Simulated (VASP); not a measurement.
Here is a VASP 6.6.1 calculation.

The input INCAR:

```
PREC = Accurate
ENCUT = 600
EDIFF = 1E-6
ISMEAR = 0
SIGMA = 0.05
LREAL = False
LASPH = True
NELM = 120
ALGO = Normal
ISIF = 2
LWAVE = False
LCHARG = False
NBANDS = 9
GGA_COMPAT = False
```

File KPOINTS:

```
Automatic mesh
0
Gamma
  6 6 4
```

The input POSCAR:

```
Mg
1.0
    2.8441019446      0.0000000000      0.0000000000
   -1.4220509723      2.4630645349      0.0000000000
    0.0000000000      0.0000000000      4.6579959084
Mg
2
Direct
    0.3333333333      0.6666666667      0.2500000000
    0.6666666667      0.3333333333      0.7500000000
```

Potentials or basis: VASP PAW LDA potentials, release 64 (Mg).

The run is started by

```console
$ cat potpaw_LDA.64/Mg/POTCAR > POTCAR
$ mpirun -np 1 vasp_std > vasp.out
```

Q: Estimate the band gap on the k mesh.

A: Zero (band 2 reaches 4.69 eV, above the bottom of band 3 at 3.16 eV).

Q: What does it give for the pressure?

A: 19.6 GPa.

Caveat: the k points lie up to 0.43 Å⁻¹ apart.
